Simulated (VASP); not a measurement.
Crystal: CdS (Hawleyite).

```xyz
2
Lattice="0.0000 2.8969 2.8969 2.8969 0.0000 2.8969 2.8969 2.8969 0.0000" Properties=species:S:1:pos:R:3 pbc="T T T"
Cd    0.0000    0.0000    0.0000
S     4.3454    4.3454    4.3454
```

Base run:

```yaml
Program: VASP 6.6.1
Functional: RPBE
Potentials_or_basis: VASP PAW PBE potentials, release 64 (Cd, S)
Cutoff: 520 eV
k_mesh: 8 × 8 × 8
Occupations: fermi-dirac, width 0.05 eV
Spin: no spin polarisation
```

Its results: band gap on the k mesh 1.38 eV, direct; pressure 6.9 GPa.

Problem. The run is repeated on the same cell with these changes: functional from RPBE to r2SCAN. What comes out?

Solution. Band gap on the k mesh 1.64 eV, direct; pressure 3.3 GPa.

r2SCAN gives the wider gap, since meta-GGAs in the generalised Kohn-Sham scheme recover part of the derivative discontinuity.

Caveats: the PAW data sets were made with another functional, which shifts forces and pressure a little.

